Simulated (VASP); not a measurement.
# GaSe5 (P6/mmm) in VASP: single point with PBE

Aim: the single point of GaSe5 with PBE.

Program: VASP 6.6.1. These are calculated values, not measurements. Logs are shortened: lines on timing, memory, paths and dates and some standing lists are left out, and cuts for length are marked.

## (1) The cell of the first run

The structure is hexagonal, space group P6/mmm (No. 191). The conventional cell has a = 4.806 Å, b = 4.806 Å, c = 12.354 Å, α = 90.00°, β = 90.00°, γ = 120.00°. Ga (site symmetry 6/mmm) has 2 Se at 2.20 Å within 2.9 Å. Within 3.7 Å of Se (site symmetry -6m2) lie 6 Se at 2.78 Å. Within 3.7 Å of Se (site symmetry 6/mmm) lie 6 Se at 2.78 Å. Within 2.9 Å of Se (site symmetry 6mm) lie 1 Ga at 2.20 Å.

## (2) Single point, PBE

File POSCAR:

```
GaSe5
1.0
    4.8064807909      0.0000000000      0.0000000000
   -2.4032403955      4.1625344677      0.0000000000
    0.0000000000      0.0000000000     12.3541148834
Ga Se
1 5
Direct
    0.0000000000      0.0000000000      0.0000000000
    0.3333333333      0.6666666667      0.5000000000
    0.6666666667      0.3333333333      0.5000000000
    0.0000000000      0.0000000000      0.5000000000
    0.0000000000      0.0000000000      0.8219191676
    0.0000000000      0.0000000000      0.1780808324
```

File INCAR.step1:

```
SYSTEM = GaSe5
  PREC = Accurate
  ENCUT = 520
  EDIFF = 1E-7
  ISMEAR = 0
  SIGMA = 0.1
  LREAL = .FALSE.
  LASPH = .TRUE.
  NELM = 100
  ALGO = Fast
  ISIF = 2
  LWAVE = .FALSE.
  LCHARG = .TRUE.
  GGA = PE
  NBANDS = 30
```

File KPOINTS.step1:

```
regular mesh
0
G
  12 12 4
  0 0 0
```

File INCAR.step2:

```
SYSTEM = GaSe5
  PREC = Accurate
  ENCUT = 520
  EDIFF = 1E-7
  ISMEAR = -5
  SIGMA = 0.1
  LREAL = .FALSE.
  LASPH = .TRUE.
  NELM = 100
  ALGO = Fast
  ISIF = 2
  LWAVE = .FALSE.
  LCHARG = .FALSE.
  GGA = PE
  LORBIT = 11
  NEDOS = 2001
  ICHARG = 11
```

File KPOINTS.step2:

```
regular mesh
0
G
  18 18 6
  0 0 0
```

Potentials or basis: VASP PAW PBE potentials, release 64 (Ga_d, Se).

Started as:

```sh
cat potpaw_PBE.64/Ga_d/POTCAR potpaw_PBE.64/Se/POTCAR > POTCAR
cp INCAR.step1 INCAR
cp KPOINTS.step1 KPOINTS
mpirun -np 1 vasp_std > vasp.out
cp INCAR.step2 INCAR
cp KPOINTS.step2 KPOINTS
mpirun -np 1 vasp_std > vasp.out
```

OUTCAR:

```text
SYSTEM = GaSe5
   PREC = Accurate
   ENCUT = 520
   EDIFF = 1E-7
   ISMEAR = -5
   LREAL = .FALSE.
   LASPH = .TRUE.
   NELM = 100
   ISIF = 2
   GGA = PE
   LORBIT = 11
   ICHARG = 11

 ion  position               nearest neighbor table
   1  0.000  0.000  0.000-   5 2.20   6 2.20
   2  0.333  0.667  0.500-   3 2.78   3 2.78   4 2.78   4 2.78   4 2.78   3 2.78
   3  0.667  0.333  0.500-   2 2.78   2 2.78   4 2.78   4 2.78   4 2.78   2 2.78
   4  0.000  0.000  0.500-   2 2.78   3 2.78   3 2.78   2 2.78   3 2.78   2 2.78
   5  0.000  0.000  0.822-   1 2.20
   6  0.000  0.000  0.178-   1 2.20

  LATTYP: Found a hexagonal cell.
 ALAT       =     4.8064807909
 C/A-ratio  =     2.5703036007

  Lattice vectors:

 A1 = (   4.8064807909,   0.0000000000,   0.0000000000)
 A2 = (  -2.4032403955,   4.1625344677,   0.0000000000)
 A3 = (   0.0000000000,   0.0000000000,  12.3541148834)

Analysis of symmetry for initial positions (statically):
=====================================================================
 Subroutine PRICEL returns:
 Original cell was already a primitive cell.

 Routine SETGRP: Setting up the symmetry group for a
 hexagonal supercell.

 Subroutine GETGRP returns: Found 24 space group operations
 (whereof 24 operations were pure point group operations)
 out of a pool of 24 trial point group operations.

The static configuration has the point symmetry D_6h.

Analysis of symmetry for dynamics (positions and initial velocities):
=====================================================================
 Subroutine PRICEL returns:
 Original cell was already a primitive cell.

 Routine SETGRP: Setting up the symmetry group for a
 hexagonal supercell.

 Subroutine GETGRP returns: Found 24 space group operations
 (whereof 24 operations were pure point group operations)
 out of a pool of 24 trial point group operations.

The dynamic configuration has the point symmetry D_6h.

 Subroutine INISYM returns: Found 24 space group operations
 (whereof 24 operations are pure point group operations),
 and found     1 'primitive' translations

----------------------------------------------------------------------------------------

                                     Primitive cell

  volume of cell :     247.1705

[... 110 lines left out ...]
   NUPDOWN=      -1.0000    fix difference up-down
   EMIN   =  10.00;   EMAX   =-10.00  energy-range for DOS
   EFERMI =   0.00;   METHOD = LEGACY
   ISMEAR =    -5;   SIGMA  =   0.10  broadening in eV -4-tet -1-fermi 0-gaus
   EFERMI_NEDOS =   21; number of points for ismear=-14 and -15
   IALGO  =     68    algorithm
   IMIX   =      4    mixing-type and parameters
     AMIX     =   0.40;   BMIX     =  1.00
     AMIX_MAG =   1.60;   BMIX_MAG =  1.00
  volume/ion in A,a.u.               =      41.20       278.00
  Fermi-wavevector in a.u.,A,eV,Ry     =   0.913900  1.727021 11.363770  0.835214
  Thomas-Fermi vector in A             =   2.038465
   LORBIT       =     11    0 simple, 1 ext, 2 COOP (PROOUT), +10 PAW based schemes
   GGA     = PE    functional components
   LHFCALC =     F    Hartree Fock is set to
   AEXX    =    0.0000 exact exchange contribution
   IVDW    =     0    specifies the selected vdW correction
   LEPSILON=     F    determine dielectric tensor
   LRPA    =     F    only Hartree local field effects (RPA)
 non-spin polarized calculation
 RMM-DIIS sequential band-by-band and
 Fermi weights with tetrahedron method with Bloechl corrections
  energy-cutoff  :      520.00
  volume of cell :      247.17
 maximum number of plane-waves:      6699
 NGX is ok and might be reduce to    36

 number of electron      42.9999996 magnetization

 Free energy of the ion-electron system (eV)
  ---------------------------------------------------
  ext. energy  EPLUGINS =         0.00000000
  ---------------------------------------------------
  free energy    TOTEN  =       -17.47251417 eV

  energy without entropy =      -17.47251417  energy(sigma->0) =      -17.47251417

 E-fermi :  -0.8641     XC(G=0):  -6.8601

 val. band max:       -0.8604328569   @ k =   0.1667   0.0556   0.1667
 cond. band min:      -0.8560321346   @ k =   0.2222   0.1667   0.0000
 fundamental gap:      0.0044007223
 Fermi energy:        -0.8640696769

 k-point     1 :       0.0000    0.0000    0.0000
  band No.  band energies     occupation
      1     -16.4495      2.00000
      2     -15.5943      2.00000
      3     -15.1996      2.00000
      4     -15.1996      2.00000
      5     -15.1433      2.00000
      6     -15.1433      2.00000
[... 661 lines left out ...]
     24       0.9111      0.00000
     25       1.3635      0.00000

 [... further k-points ...]

------------------------ aborting loop because EDIFF is reached ----------------------------------------

  FORCE on cell =-STRESS in cart. coord.  units (eV):
  Direction    XX          YY          ZZ          XY          YZ          ZX
  --------------------------------------------------------------------------------------
  -------------------------------------------------------------------------------------
  Total       -0.0942386     -0.0942386      1.3542421      0.0000000     -0.0000000      0.0000000
  in kB       -0.6108613     -0.6108613      8.7782960      0.0000000     -0.0000000      0.0000000
  external PRESSURE =       2.5188578 kB  Pullay stress =       0.0000000 kB

 VOLUME and BASIS-vectors are now :
 -----------------------------------------------------------------------------
  energy-cutoff  :      520.00
  volume of cell :      247.17
      direct lattice vectors                 reciprocal lattice vectors
     4.806480791  0.000000000  0.000000000     0.208052428  0.120119125  0.000000000
    -2.403240396  4.162534468  0.000000000     0.000000000  0.240238251  0.000000000
     0.000000000  0.000000000 12.354114883     0.000000000  0.000000000  0.080944690

 POSITION                                       TOTAL-FORCE (eV/Angst)
 -----------------------------------------------------------------------------------
      0.00000      0.00000      0.00000         0.000000      0.000000      0.000000
     -0.00000      2.77502      6.17706        -0.000000     -0.000000      0.000000
      2.40324      1.38751      6.17706         0.000000     -0.000000      0.000000
      0.00000      0.00000      6.17706         0.000000      0.000000      0.000000
      0.00000      0.00000     10.15408         0.000000      0.000000     -0.043928
      0.00000      0.00000      2.20003         0.000000      0.000000      0.043928
 -----------------------------------------------------------------------------------
    total drift:                                0.000000     -0.000000      0.000000

  FREE ENERGIE OF THE ION-ELECTRON SYSTEM (eV)
  ---------------------------------------------------
  free  energy   TOTEN  =       -17.4725141729 eV

  energy  without entropy=      -17.4725141729  energy(sigma->0) =      -17.47251417

 total charge

# of ion       s       p       d       tot
------------------------------------------
    1        0.964   0.727   9.975  11.666
    2        1.535   2.079   0.054   3.668
    3        1.535   2.079   0.054   3.668
    4        1.535   2.082   0.054   3.672
    5        1.487   2.231   0.022   3.740
    6        1.487   2.231   0.022   3.740
--------------------------------------------------
tot          8.543  11.431  10.180  30.154
```

Run time: 53 min. Hardware: 1 thread of Oxide Virtual Turin-like, shared host; peak memory 0.89 GiB.

What came out:

```yaml
Valence_electrons_inside_the_program's_atomic_spheres: Ga 11.67; Se 3.67, 3.74 (each value once)
```

Levels at points of the mesh, in eV from the Fermi level:
| k point | band 20 | band 21 | band 22 | band 23 | band 24 | band 25 |
| --- | --- | --- | --- | --- | --- | --- |
| (0.00, 0.00, 0.00) | 0.16 | 0.16 | 0.45 | 0.47 | 2.55 | 4.97 |
| (0.50, 0.00, 0.00) | -0.56 | -0.18 | -0.01 | 1.14 | 1.14 | 2.94 |
| (0.00, 0.00, 0.50) | 0.17 | 0.17 | 0.41 | 0.47 | 2.88 | 4.91 |
| (0.50, 0.00, 0.50) | -0.61 | -0.21 | -0.01 | 1.13 | 1.14 | 1.96 |

Caveat: this functional lacks dispersion, which binds layers or chains, so the pressure and a relaxed spacing across them are unreliable; an odd number of electrons without spin polarisation forces a metal; a magnetic or distorted state may lie lower.
